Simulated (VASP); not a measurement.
## H2: single point with PBE+D3(BJ)

Molecule: H2, in a box.

```
CELL_PARAMETERS angstrom
5.55573 0.00000 0.00000
-2.77787 4.81140 0.00000
0.00000 0.00000 22.89624
ATOMIC_POSITIONS crystal
H 0.00706 0.49982 0.69173
H 0.00713 0.49981 0.65847
```

- Program: VASP 6.6.1
- Task: single point
- Functional: PBE
- Dispersion: D3(BJ)
- Potentials or basis: VASP PAW PBE potentials, release 64 (H)
- Cutoff: 520 eV
- k mesh: 4 × 4 × 1
- Occupations: gaussian, width 0.1 eV
- Spin: no spin polarisation

```json
{
  "Largest force": "0.386 eV/Å",
  "Gap between the frontier levels": "9.87 eV, indirect (least direct gap 9.89 eV)",
  "Dispersion energy per atom": "-0.002 eV"
}
```

Forces in eV/Å, atoms in the order of the input:
```
H    0.000  0.000 -0.386
H    0.000  0.000  0.386
```

Levels at points of the mesh, in eV from the valence-band top:
| k point | band 1 | band 2 | band 3 | band 4 | band 5 | band 6 |
| --- | --- | --- | --- | --- | --- | --- |
| (0.00, 0.00, 0.00) | -0.02 | 9.87 | 9.91 | 10.35 | 10.75 | 11.25 |
| (0.50, 0.00, 0.00) | 0.00 | 10.57 | 10.81 | 11.58 | 11.91 | 11.92 |
| (0.00, 0.50, 0.00) | 0.00 | 10.57 | 10.81 | 11.58 | 11.91 | 11.92 |
| (0.50, 0.50, 0.00) | 0.00 | 10.57 | 10.81 | 11.58 | 11.91 | 11.92 |

Wall time 62 s on 1 thread of Intel(R) Xeon(R) Platinum 8488C (Sapphire Rapids), with other jobs on the host, peak memory 0.6 GiB.
